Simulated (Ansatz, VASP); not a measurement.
## One calculation of AlN, two programs

```
CELL_PARAMETERS angstrom
3.31212 0.00000 0.00000
-1.65606 2.86838 0.00000
0.00000 0.00000 4.18756
ATOMIC_POSITIONS crystal
Al 0.33333 0.66667 0.75000
Al 0.66667 0.33333 0.25000
N 0.33333 0.66667 0.25000
N 0.66667 0.33333 0.75000
```

Alike in both runs: task single point; functional LDA; k mesh 12 × 12 × 6; no spin polarisation.

```csv
,VASP,Ansatz
version,VASP 6.6.1,Ansatz 0.2.0
potentials or method,"VASP PAW LDA potentials, release 64 (Al, N)","plane waves, PAW"
plane-wave cutoff (eV),520,420
occupations,"gaussian, width 0.01 eV",fixed
valence electrons in the cell,16,16
```

|  | VASP | Ansatz | Ansatz less VASP |
| --- | --- | --- | --- |
| pressure (GPa) | -8.2 | -8.7 | -0.50 |
| traceless stress, the component that is largest in VASP (GPa) | -0.32 | -0.12 | +0.199 |

LDA's correlation is that of Perdew and Zunger in VASP and of Perdew and Wang (1992) in Ansatz.
